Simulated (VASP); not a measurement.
Hf2TiN3, 6 atoms in the cell. The structure is trigonal, space group P-3m1 (No. 164). The conventional cell has a = 3.155 Å, b = 3.155 Å, c = 7.710 Å, α = 90.00°, β = 90.00°, γ = 120.00°. Within 3.3 Å of Hf (site symmetry 3m) lie 6 N at 2.24 to 2.26 Å and 3 Ti at 3.10 Å and 9 Hf at 3.16 to 3.25 Å. Ti (site symmetry -3m) has 6 N at 2.19 Å within 2.9 Å. N (site symmetry 3m) has 3 Ti at 2.19 Å and 3 Hf at 2.24 Å within 2.9 Å. N (site symmetry -3m) has 6 Hf at 2.26 Å within 3.0 Å. 

```yaml
Program: VASP 6.6.1
Task: relaxation of cell and atoms
Functional: PBE
Potentials_or_basis: VASP PAW PBE potentials, release 64 (Hf_pv, Ti_sv, N)
Cutoff: 600 eV
k_mesh: 12 × 12 × 6
Occupations: gaussian, width 0.1 eV
Spin: no spin polarisation
Dipole_correction: no
Further_INCAR_settings: ALGO = Normal; EDIFF = 1e-06; IBRION = 2; EDIFFG = -0.01; NSW = 100; ISIF = 3
```

Potentials or basis: VASP PAW PBE potentials, release 64 (Hf_pv, Ti_sv, N).

The run is started by

```console
$ cat potpaw_PBE.64/Hf_pv/POTCAR potpaw_PBE.64/Ti_sv/POTCAR potpaw_PBE.64/N/POTCAR > POTCAR
$ mpirun -np 1 vasp_std > vasp.out
```

Hardware: 1 thread of Intel Xeon 8259CL (shared host).

Q: How long does it take, and how much memory?

A: Wall time 29 min on 1 thread of Intel Xeon 8259CL, with other jobs on the host, peak memory 0.39 GiB. Counts: scf iterations 62, k points 100, ion steps 7.
